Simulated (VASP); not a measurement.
# Zr6BeAl2 in VASP: single point with PBE

Aim: the single point of Zr6BeAl2 with PBE.

Everything below comes from runs of VASP 6.6.1. Logs are shortened: lines on timing, memory, paths and dates and some standing lists are left out, and cuts for length are marked.

### 1 The cell of the first run

The typed cell holds 9 atoms: a = 7.813 Å, b = 7.813 Å, c = 3.314 Å, α = 90.00°, β = 90.00°, γ = 120.00°.

### 2 Single point, PBE

Input file INCAR:

```
SYSTEM = Zr6BeAl2
ALGO     = Normal         ! electronic algorithm
EDIFF    = 1E-7           ! SCF threshold, eV
ENCUT    = 520            ! plane-wave cutoff, eV
GGA      = PE             ! functional
ISIF     = 2              ! what is computed and relaxed
ISMEAR   = -1             ! smearing method
ISYM     = 0            
LASPH    = .True.         ! aspherical terms in the spheres
LCHARG   = .True.         ! write CHGCAR
LELF     = .True.         ! ELF
LREAL    = .False.        ! projectors in reciprocal space
LVHAR    = .True.       
LWAVE    = .False.        ! write WAVECAR
NBANDS   = 50             ! bands
NELM     = 80             ! most SCF steps
PREC     = Accurate       ! precision mode
SIGMA    = 0.0124         ! smearing width, eV
```

Input file KPOINTS:

```
Automatic mesh
0
Gamma
  3 3 5
  0.5 0.5 0.5
```

Input file POSCAR:

```
Zr6BeAl2
1.0
    7.8125420000      0.0000000000      0.0000000000
   -3.9062710000      6.7658620000      0.0000000000
    0.0000000000      0.0000000000      3.3144150000
Zr Al Be
6 2 1
Direct
    0.2531000000      0.0000000000      0.5000000000
    0.7469000000      0.7469000000      0.5000000000
    0.0000000000      0.2531000000      0.5000000000
    0.6035000000      0.0000000000      0.0000000000
    0.3965000000      0.3965000000      0.0000000000
    0.0000000000      0.6035000000      0.0000000000
    0.3333000000      0.6667000000      0.5000000000
    0.6667000000      0.3333000000      0.5000000000
    0.0000000000      0.0000000000      0.0000000000
```

Potentials or basis: VASP PAW PBE potentials, release 64 (Zr_sv, Al, Be).

Command:

```
cat potpaw_PBE.64/Zr_sv/POTCAR potpaw_PBE.64/Al/POTCAR potpaw_PBE.64/Be/POTCAR > POTCAR
mpirun -np 1 vasp_std > vasp.out
```

OUTCAR:

```text
SYSTEM = Zr6BeAl2
   EDIFF = 1E-7
   ENCUT = 520
   GGA = PE
   ISIF = 2
   ISMEAR = -1
   ISYM = 0
   LASPH = .True.
   LREAL = .False.
   NELM = 80
   PREC = Accurate

 ion  position               nearest neighbor table
   1  0.253  0.000  0.500-   9 2.58   9 2.58   7 2.97   8 2.97   5 3.18   5 3.18   6 3.18   6 3.18
                             4 3.20   4 3.20   3 3.42   2 3.42
   2  0.747  0.747  0.500-   9 2.58   9 2.58   7 2.97   8 2.97   6 3.18   6 3.18   4 3.18   4 3.18
                             5 3.20   5 3.20   1 3.42   3 3.42
   3  0.000  0.253  0.500-   9 2.58   9 2.58   8 2.97   7 2.97   5 3.18   5 3.18   4 3.18   4 3.18
                             6 3.20   6 3.20   1 3.42   2 3.42
   4  0.603  0.000  0.000-   8 2.91   8 2.91   7 2.91   7 2.91   9 3.10   2 3.18   3 3.18   3 3.18
                             2 3.18   1 3.20   1 3.20
   5  0.397  0.397  0.000-   8 2.91   8 2.91   7 2.91   7 2.91   9 3.10   3 3.18   3 3.18   1 3.18
                             1 3.18   2 3.20   2 3.20
   6  0.000  0.603  0.000-   7 2.91   7 2.91   8 2.91   8 2.91   9 3.10   2 3.18   2 3.18   1 3.18
                             1 3.18   3 3.20   3 3.20
   7  0.333  0.667  0.500-   6 2.91   6 2.91   4 2.91   4 2.91   5 2.91   5 2.91   1 2.97   3 2.97
                             2 2.97
   8  0.667  0.333  0.500-   4 2.91   4 2.91   6 2.91   6 2.91   5 2.91   5 2.91   3 2.97   1 2.97
                             2 2.97
   9  0.000  0.000  0.000-   1 2.58   1 2.58   3 2.58   2 2.58   2 2.58   3 2.58   4 3.10   6 3.10
                             5 3.10

IMPORTANT INFORMATION: All symmetrisations will be switched off!
NOSYMM: (Re-)initialisation of all symmetry stuff for point group C_1.

----------------------------------------------------------------------------------------

                                     Primitive cell

  volume of cell :     175.1953

  direct lattice vectors                    reciprocal lattice vectors
     7.812542000  0.000000000  0.000000000     0.127999312  0.073900414  0.000000000
    -3.906271000  6.765862000  0.000000000     0.000000000  0.147800827  0.000000000
     0.000000000  0.000000000  3.314415000     0.000000000  0.000000000  0.301712369

  length of vectors
     7.812542000  7.812543870  3.314415000     0.147800863  0.147800827  0.301712369

  position of ions in fractional coordinates (direct lattice)
     0.253100000  0.000000000  0.500000000
     0.746900000  0.746900000  0.500000000
     0.000000000  0.253100000  0.500000000
     0.603500000  0.000000000  0.000000000
     0.396500000  0.396500000  0.000000000
     0.000000000  0.603500000  0.000000000
     0.333300000  0.666700000  0.500000000
     0.666700000  0.333300000  0.500000000
     0.000000000  0.000000000  0.000000000

  ion indices of the primitive-cell ions
   primitive index   ion index
                 1           1
                 2           2
                 3           3
                 4           4
                 5           5
                 6           6
                 7           7
                 8           8
                 9           9

----------------------------------------------------------------------------------------

 KPOINTS: Automatic mesh

Automatic generation of k-mesh.
 Grid dimensions read from file:
 generate k-points for:    3    3    5

 Generating k-lattice:

  Cartesian coordinates                     Fractional coordinates (reciprocal lattice)
     0.042666437  0.024633471  0.000000000     0.333333333  0.000000000  0.000000000
     0.000000000  0.049266942  0.000000000     0.000000000  0.333333333  0.000000000
     0.000000000  0.000000000  0.060342474     0.000000000  0.000000000  0.200000000

  Length of vectors
     0.049266954  0.049266942  0.060342474

  Shift w.r.t. Gamma in fractional coordinates (k-lattice)
     0.500000000  0.500000000  0.500000000

 Subroutine IBZKPT returns following result:
 ===========================================

 Found     69 irreducible k-points:

 Following reciprocal coordinates:
            Coordinates               Weight
  0.166667  0.166667  0.100000      2.000000
 -0.166667  0.333333  0.100000      2.000000
 -0.333333  0.166667  0.100000      2.000000
 -0.166667 -0.166667  0.100000      2.000000
  0.166667 -0.333333  0.100000      2.000000
  0.333333 -0.166667  0.100000      2.000000
[... 16 lines left out ...]
  0.166667  0.000000  0.100000      2.000000
  0.000000  0.166667  0.100000      2.000000
 [... further k-points ...]
   k-points           NKPTS =     69   k-points in BZ     NKDIM =     69   number of bands    NBANDS=     50
   number of dos      NEDOS =    301   number of ions     NIONS =      9
   total plane-waves  NPLWV = 100800
   dimension x,y,z NGX =    60 NGY =   60 NGZ =   28
   dimension x,y,z NGXF=   120 NGYF=  120 NGZF=   56
   ions per type =               6   2   1
   NGX,Y,Z   is equivalent  to a cutoff of  12.77, 12.77, 14.04 a.u.
   NGXF,Y,Z  is equivalent  to a cutoff of  25.54, 25.54, 28.09 a.u.
 SYSTEM =  Zr6BeAl2
   PREC   = accura    normal or accurate (medium, high low for compatibility)
   ISTART =      0    job   : 0-new  1-cont  2-samecut
   ICHARG =      2    charge: 1-file 2-atom 10-const
   ISPIN  =      1    spin polarized calculation?
   LNONCOLLINEAR =      F non collinear calculations
   LSORBIT =      F    spin-orbit coupling
   LASPH  =      T    aspherical Exc in radial PAW
   ENCUT  =  520.0 eV  38.22 Ry    6.18 a.u.  14.53 14.53  6.16*2*pi/ulx,y,z
   NELM   =     80;   NELMIN=  2; NELMDL= -5     # of ELM steps
   EDIFF  = 0.1E-06   stopping-criterion for ELM
   LREAL  =      F    real-space projection
   EDIFFG = 0.1E-05   stopping-criterion for IOM
   NSW    =      0    number of steps for IOM
   IBRION =     -1    ionic relax: 0-MD 1-quasi-New 2-CG
   NFREE  =      0    steps in history (QN), initial steepest desc. (CG)
   ISIF   =      2    stress and relaxation
   ISYM   =      0    0-nonsym 1-usesym 2-fastsym
   POTIM  = 0.5000    time-step for ionic-motion
   TEBEG  =    0.0;   TEEND  =   0.0 temperature during run
   PSTRESS=    0.0 pullay stress
   NELECT =      80.0000    total number of electrons
   NUPDOWN=      -1.0000    fix difference up-down
   EMIN   =  10.00;   EMAX   =-10.00  energy-range for DOS
   EFERMI =   0.00;   METHOD = LEGACY
   ISMEAR =    -1;   SIGMA  =   0.01  broadening in eV -4-tet -1-fermi 0-gaus
   EFERMI_NEDOS =   21; number of points for ismear=-14 and -15
   IALGO  =     38    algorithm
   IMIX   =      4    mixing-type and parameters
     AMIX     =   0.40;   BMIX     =  1.00
     AMIX_MAG =   1.60;   BMIX_MAG =  1.00
  volume/ion in A,a.u.               =      19.47       131.36
  Fermi-wavevector in a.u.,A,eV,Ry     =   1.260658  2.382299 21.623184  1.589259
  Thomas-Fermi vector in A             =   2.394157
   LORBIT       =      0    0 simple, 1 ext, 2 COOP (PROOUT), +10 PAW based schemes
   GGA     = PE    functional components
[... 5 lines left out ...]
 non-spin polarized calculation
  energy-cutoff  :      520.00
  volume of cell :      175.20
 maximum number of plane-waves:      4744
 NGX is ok and might be reduce to    60
   NGX = 29   NGY = 29   NGZ = 13

 number of electron      80.0000000 magnetization

 Free energy of the ion-electron system (eV)
  ---------------------------------------------------
  ext. energy  EPLUGINS =         0.00000000
  ---------------------------------------------------
  free energy    TOTEN  =       -64.35984459 eV

  energy without entropy =      -64.35204457  energy(sigma->0) =      -64.35594458

 E-fermi :   8.5495     XC(G=0): -11.0429

 val. band max:        8.5330139457   @ k =  -0.3333   0.1667   0.3000
 cond. band min:       8.5498147861   @ k =   0.1667   0.1667   0.5000
 fundamental gap:      0.0168008404
 Fermi energy:         8.5494813085

 k-point     1 :       0.1667    0.1667    0.1000
  band No.  band energies     occupation
      1     -39.8717      2.00000
      2     -39.8360      2.00000
      3     -39.8352      2.00000
      4     -39.7633      2.00000
      5     -39.7596      2.00000
      6     -39.7362      2.00000
[... 42 lines left out ...]
     49      10.8356      0.00000
     50      11.0470      0.00000

 k-point     2 :      -0.1667    0.3333    0.1000
  band No.  band energies     occupation
      1     -39.8717      2.00000
      2     -39.8358      2.00000
      3     -39.8354      2.00000
      4     -39.7633      2.00000
      5     -39.7597      2.00000
      6     -39.7362      2.00000
[... 42 lines left out ...]
     49      10.8354      0.00000
     50      11.0188      0.00000

 k-point     3 :      -0.3333    0.1667    0.1000
  band No.  band energies     occupation
      1     -39.8717      2.00000
      2     -39.8358      2.00000
      3     -39.8354      2.00000
      4     -39.7633      2.00000
      5     -39.7597      2.00000
      6     -39.7362      2.00000
[... 42 lines left out ...]
     49      10.8353      0.00000
     50      10.9938      0.00000

 k-point     4 :      -0.1667   -0.1667    0.1000
  band No.  band energies     occupation
      1     -39.8717      2.00000
      2     -39.8360      2.00000
      3     -39.8352      2.00000
      4     -39.7633      2.00000
      5     -39.7596      2.00000
      6     -39.7362      2.00000
[... 999 lines left out ...]
 k-point    23 :       0.1667    0.0000    0.1000
  band No.  band energies     occupation
      1     -39.8777      2.00000
      2     -39.8308      2.00000
      3     -39.8295      2.00000
      4     -39.7662      2.00000
      5     -39.7645      2.00000
      6     -39.7333      2.00000
[... 42 lines left out ...]
     49      10.8290      0.00000
     50      11.1637      0.00000

 k-point    24 :       0.0000    0.1667    0.1000
  band No.  band energies     occupation
      1     -39.8777      2.00000
      2     -39.8308      2.00000
      3     -39.8295      2.00000
      4     -39.7662      2.00000
      5     -39.7645      2.00000
      6     -39.7333      2.00000
[... 42 lines left out ...]
     49      10.8288      0.00000
     50      11.1377      0.00000

 [... further k-points ...]

------------------------ aborting loop because EDIFF is reached ----------------------------------------

  FORCE on cell =-STRESS in cart. coord.  units (eV):
  Direction    XX          YY          ZZ          XY          YZ          ZX
  --------------------------------------------------------------------------------------
  -------------------------------------------------------------------------------------
  Total        4.7827010      4.7833945      5.7154067      0.0006774      0.0000056      0.0000007
  in kB       43.7382521     43.7445943     52.2679345      0.0061947      0.0000510      0.0000068
  external PRESSURE =      46.5835936 kB  Pullay stress =       0.0000000 kB

 VOLUME and BASIS-vectors are now :
 -----------------------------------------------------------------------------
  energy-cutoff  :      520.00
  volume of cell :      175.20
      direct lattice vectors                 reciprocal lattice vectors
     7.812542000  0.000000000  0.000000000     0.127999312  0.073900414  0.000000000
    -3.906271000  6.765862000  0.000000000     0.000000000  0.147800827  0.000000000
     0.000000000  0.000000000  3.314415000     0.000000000  0.000000000  0.301712369

 POSITION                                       TOTAL-FORCE (eV/Angst)
 -----------------------------------------------------------------------------------
      1.97735      0.00000      1.65721         0.086935      0.001102      0.000001
      2.91759      5.05342      1.65721        -0.044329     -0.076800      0.000000
     -0.98868      1.71244      1.65721        -0.042505      0.075854     -0.000001
      4.71487      0.00000      0.00000         0.043887     -0.000941      0.000000
      1.54884      2.68266      0.00000        -0.021128     -0.036577     -0.000000
     -2.35743      4.08320      0.00000        -0.022759      0.037515      0.000000
     -0.00039      4.51080      1.65721         0.003408     -0.002056     -0.000000
      3.90666      2.25506      1.65721        -0.003466      0.001946     -0.000000
      0.00000      0.00000      0.00000        -0.000043     -0.000045     -0.000000
 -----------------------------------------------------------------------------------
    total drift:                                0.000040      0.000083     -0.000000

  FREE ENERGIE OF THE ION-ELECTRON SYSTEM (eV)
  ---------------------------------------------------
  free  energy   TOTEN  =       -64.3598445948 eV

  energy  without entropy=      -64.3520445735  energy(sigma->0) =      -64.35594458
```

It took 7.2 min on 1 thread of Intel Xeon Platinum 8559C (Emerald Rapids), shared host; peak memory 0.62 GiB.

Results:

```
Free energy            : -64.3598 eV
Pressure               : 4.7 GPa
Largest force          : 0.089 eV/Å
Band gap on the k mesh : zero (bands 40 and 41 overlap by 0.81 eV)
```

Forces on the atoms (eV/Å):
```
Zr   0.087  0.001  0.000
Zr  -0.044 -0.077  0.000
Zr  -0.043  0.076  0.000
Zr   0.044 -0.001  0.000
Zr  -0.021 -0.037  0.000
Zr  -0.023  0.038  0.000
Al   0.003 -0.002  0.000
Al  -0.003  0.002  0.000
Be   0.000  0.000  0.000
```

Levels at points of the mesh, in eV from the Fermi level:
| k point | band 39 | band 40 | band 41 | band 42 | band 43 | band 44 |
| --- | --- | --- | --- | --- | --- | --- |
| (0.50, 0.50, 0.50) | -0.41 | -0.30 | -0.27 | -0.13 | 0.01 | 0.73 |
| (0.50, 0.00, 0.50) | -0.41 | -0.29 | -0.27 | -0.13 | 0.01 | 0.73 |
| (0.00, 0.50, 0.50) | -0.41 | -0.29 | -0.27 | -0.13 | 0.01 | 0.73 |

Caveat: the k points lie up to 0.38 Å⁻¹ apart, too coarse for converged energies and pressures of a metal.
